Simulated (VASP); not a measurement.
Crystal: C.

```
C
1.0
     2.50320    0.00000    0.00000
    -1.25160    2.16783    0.00000
     0.00000    0.00000    4.16887
C
4
Direct
  0.33333 0.66667 0.00023
  0.66667 0.33333 0.50023
  0.33333 0.66667 0.37477
  0.66667 0.33333 0.87477
```

Base run:

```yaml
Program: VASP 6.6.1
Functional: PBE0
Potentials_or_basis: VASP PAW PBE potentials, release 64 (C)
Cutoff: 520 eV
k_mesh: 9 × 9 × 4
Occupations: gaussian, width 0.01 eV
Spin: no spin polarisation
```

Its results: band gap on the k mesh 5.13 eV (least direct gap 7.09 eV); pressure -5.0 GPa.

Q: The run is repeated on the same cell with these changes: functional from PBE0 to HSE06. What comes out?

A: Band gap on the k mesh 4.37 eV (least direct gap 6.33 eV); pressure -4.9 GPa.

Caveats: the cell stands under tension; the PAW data sets were made with another functional, which shifts forces and pressure a little; an odd mesh through Γ misses points on the zone boundary, where band edges can lie.
